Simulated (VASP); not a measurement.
Set up this calculation in VASP 6.6.1, as the native input.

```yaml
Task: single point
Functional: PBE
Potentials_or_basis: VASP PAW PBE potentials, release 64 (C, Sb)
Cutoff: 520 eV
k_mesh: 3 × 3 × 2
Occupations: methfessel-paxton, width 0.15 eV
Spin: no spin polarisation
Dipole_correction: no
Further_INCAR_settings: ALGO = Normal; EDIFF = 1e-06; NBANDS = 40
```

The structure of Sb2C lies in POSCAR:

```
Sb2C
1.0
    5.5985760000     -1.3103240000      0.6267390000
   -0.6068020000      5.9795740000      0.5634770000
    1.6220700000      0.5029110000      7.3685440000
C Sb
4 8
Direct
    0.2928099966      0.7156104527     -0.0698367921
    0.8619572851      0.2680938111      0.0009077854
    0.0536795153      0.1159602981      0.9717830271
    1.0447799387      0.5523538513      0.9689159724
    0.9681572066      0.0708568041      0.3627940528
    0.8773111289      0.7906335008      0.1133526660
    0.4713226279      0.3888118433      0.0362791070
    0.4223345053      0.9300507706      0.2712878252
    0.1183164500      0.9709555962      0.7119212859
    0.5806888389      0.9539935451      0.7728634364
    0.6148387134      0.3755846861      0.4597861216
    0.1409159318      0.4706174171      0.5655828885
```

One way to write it, as run:

INCAR

```
SYSTEM = Sb2C
PREC = Accurate
ENCUT = 520
EDIFF = 1E-6
ISMEAR = 1
SIGMA = 0.15
LREAL = .FALSE.
LASPH = .TRUE.
NELM = 60
ALGO = Normal
ISIF = 2
LWAVE = .FALSE.
LCHARG = .FALSE.
GGA = PE
NBANDS = 40
```

KPOINTS

```
Automatic mesh
0
G
  3 3 2
  0 0 0
```

Potentials or basis: VASP PAW PBE potentials, release 64 (C, Sb).

Launch:

```bash
$ cat potpaw_PBE.64/C/POTCAR potpaw_PBE.64/Sb/POTCAR > POTCAR
$ mpirun -np 1 vasp_std > vasp.out
```

Results of the run:

```
Pressure               : 17.3 GPa
Largest force          : 11.180 eV/Å
Band gap on the k mesh : zero (band 28 reaches 9.36 eV, above the bottom of band 29 at 8.99 eV)
```

Caveat: the k points lie up to 0.45 Å⁻¹ apart; spin-orbit coupling is left out, which moves the levels of the heavy elements.

Run time: 57 s on 1 thread of Intel(R) Xeon(R) 6975P-C (Granite Rapids) (shared host), peak memory 0.36 GiB.
